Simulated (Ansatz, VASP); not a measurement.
**Two plane-wave programs on Ga2O3**

File POSCAR:

```
Ga2O3
1.0
    2.4923023535      1.4389314347      4.4806666158
   -2.4923023535      1.4389314347      4.4806666158
    0.0000000000     -2.8778628693      4.4806666158
Ga O
4 6
Direct
    0.3630287294      0.3395573390      0.3636209765
    0.1599063187      0.1404957067      0.1333909296
    0.6369712706      0.6604426610      0.6363790235
    0.8400936813      0.8595042933      0.8666090704
    0.5392670162      0.9619815618      0.2502613881
    0.2479937215      0.5547601708      0.9356563965
    0.9414833061      0.2517448904      0.5668515487
    0.4607329838      0.0380184382      0.7497386119
    0.7520062785      0.4452398292      0.0643436035
    0.0585166939      0.7482551096      0.4331484513
```

INCAR.step1

```
SYSTEM = Ga2O3
PREC = Accurate
ENCUT = 660
ISMEAR = 0
SIGMA = 0.05
LREAL = .False.
LASPH = .True.
NELM = 120
NBANDS = 55
GGA = PE
ALGO = Normal
EDIFF = 1E-5
LWAVE = .True.
LCHARG = .False.
GGA_COMPAT = .False.
KPAR = 4
```

File INCAR.step2:

```
SYSTEM = Ga2O3
PREC = Accurate
ENCUT = 660
EDIFF = 1E-6
ISMEAR = 0
SIGMA = 0.05
LREAL = .False.
LASPH = .True.
NELM = 120
ALGO = Normal
ISIF = 2
LWAVE = .False.
LCHARG = .False.
METAGGA = R2SCAN
LMIXTAU = .True.
NBANDS = 55
ISTART = 1
GGA_COMPAT = .False.
KPAR = 4
```

File KPOINTS:

```
regular mesh
0
Gamma
  6 6 6
  0 0 0
```

Input for Ansatz:

```yaml
crystal:
  lattice:
    - [2.4923023535, 1.4389314347, 4.4806666158]
    - [-2.4923023535, 1.4389314347, 4.4806666158]
    - [0.0, -2.8778628693, 4.4806666158]
  atoms:
    - { symbol: Ga, position: [0.3630287294, 0.339557339, 0.3636209765] }
    - { symbol: Ga, position: [0.1599063187, 0.1404957067, 0.1333909296] }
    - { symbol: Ga, position: [0.6369712706, 0.660442661, 0.6363790235] }
    - { symbol: Ga, position: [0.8400936813, 0.8595042933, 0.8666090704] }
    - { symbol: O, position: [0.5392670162, 0.9619815618, 0.2502613881] }
    - { symbol: O, position: [0.2479937215, 0.5547601708, 0.9356563965] }
    - { symbol: O, position: [0.9414833061, 0.2517448904, 0.5668515487] }
    - { symbol: O, position: [0.4607329838, 0.0380184382, 0.7497386119] }
    - { symbol: O, position: [0.7520062785, 0.4452398292, 0.0643436035] }
    - { symbol: O, position: [0.0585166939, 0.7482551096, 0.4331484513] }
basis:
  ecutwfc: 500
kpoints:
  mp_grid: { grid: [6, 6, 6] }
hamiltonian:
  xc: r2scan
scf:
  occupations: { method: gaussian, width: 0.05 }
output:
  forces: true
  stress: true
  eigenvalues: true
```

Change from the starting cell: mode 11 (286.1 1/cm) frozen in, largest displacement -0.075 Å.

Alike in both runs: task single point; functional r2SCAN; k mesh 6 × 6 × 6; occupations gaussian, width 0.05 eV; no spin polarisation.

```csv
,VASP,Ansatz
version,VASP 6.6.1,Ansatz 0.2.0
potentials or method,"VASP PAW PBE potentials, release 64 (Ga_d, O), cutoff 660 eV","scalar-relativistic, plane waves, PAW"
valence electrons in the cell,88,88
```

```csv
,VASP,Ansatz,Ansatz less VASP
gap on the k mesh at the Fermi level (eV),3.34,3.34,+0.004
least direct gap on the mesh (eV),3.40,3.41,+0.001
pressure (GPa),2.7,1.1,-1.55
"traceless stress, the component that is largest in VASP (GPa)",-2.92,-3.01,-0.085
rms of the force components (eV/Å),0.600,0.587,-0.0135
```

VASP's potentials were made for PBE, not for r2SCAN. Atom by atom the forces differ by 0.023 eV/Å (rms over components).
